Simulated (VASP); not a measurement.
Wanted: the native input for a VASP 6.6.1 run.

```yaml
Task: single point
Functional: PBEsol
Potentials_or_basis: VASP PAW PBE potentials, release 64 (As)
Cutoff: 520 eV
k_mesh: 15 × 15 × 15
Occupations: fermi-dirac, width 0.1 eV
Spin: no spin polarisation
Dipole_correction: no
Further_INCAR_settings: ALGO = Normal; EDIFF = 1e-06; NBANDS = 8
```

The structure of As lies in POSCAR:

```
As
1.0
    0.0000000000      2.0395689117      2.0395689117
    2.0395689117      0.0000000000      2.0395689117
    2.0395689117      2.0395689117      0.0000000000
As
1
Direct
    0.0000000000      0.0000000000      0.0000000000
```

This cell differs from its parent crystal: volume scaled by 0.92.

The input as run:

INCAR

```
PREC = Accurate
ENCUT = 520
EDIFF = 1E-6
ISMEAR = -1
SIGMA = 0.1
LREAL = F
LASPH = T
NELM = 100
ALGO = Normal
ISIF = 2
LWAVE = F
LCHARG = T
GGA = PS
LELF = T
LVHAR = T
NBANDS = 8
```

KPOINTS

```
Automatic mesh
0
Gamma
  15 15 15
```

Potentials or basis: VASP PAW PBE potentials, release 64 (As).

Run with:

```sh
$ cat potpaw_PBE.64/As/POTCAR > POTCAR
$ mpirun -np 1 vasp_std > vasp.out
```

Results of the run:

The pressure is 9.4 GPa.

Caveat: the PAW data sets were made with another functional, which shifts forces and pressure a little.

Wall time 12 s on 1 thread of Intel(R) Xeon(R) Platinum 8259CL CPU @ 2.50GHz (Skylake/Cascade Lake), with other jobs on the host, peak memory 0.14 GiB.
